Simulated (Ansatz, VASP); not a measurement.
## Two plane-wave programs on H

```
H
1.0
     2.64972   -2.59257    0.00000
     2.64972    2.59257    0.00000
     0.00000    0.00000    4.14182
H
4
Cartesian
  2.6497 -2.3504 0.2838
  2.6497 0.2422 1.7872
  2.6497 -0.2422 2.3547
  2.6497 2.3504 3.8581
```

Change from the starting cell: strain +0.0100 x Voigt [1, 1, 0, 0, 0, 0], atoms carried along.

Alike in both runs: task single point; functional LDA; k mesh 6 × 6 × 6; occupations gaussian, width 0.05 eV; no spin polarisation.

|  | VASP | Ansatz |
| --- | --- | --- |
| version | VASP 6.6.1 | Ansatz 0.2.0 |
| potentials or method | VASP PAW LDA potentials, release 64 (H), cutoff 520 eV | scalar-relativistic, plane waves, PAW |
| valence electrons in the cell | 4 | 4 |

VASP gave:

| Item | Value |
| --- | --- |
| gap on the k mesh at the Fermi level (eV) | 8.69 |
| least direct gap on the mesh (eV) | 9.34 |
| pressure (GPa) | 0.4 |
| traceless stress, the component that is largest in VASP (GPa) | -1.08 |
| rms of the force components (eV/Å) | 0.466 |

**Question.** Which values does Ansatz return?

**Answer.** gap on the k mesh at the Fermi level (eV): 8.70; least direct gap on the mesh (eV): 9.34; pressure (GPa): 0.5; traceless stress, the component that is largest in VASP (GPa): -1.08; rms of the force components (eV/Å): 0.460.

LDA's correlation is that of Perdew and Zunger in VASP and of Perdew and Wang (1992) in Ansatz. Atom by atom the forces differ by 0.006 eV/Å (rms over components).
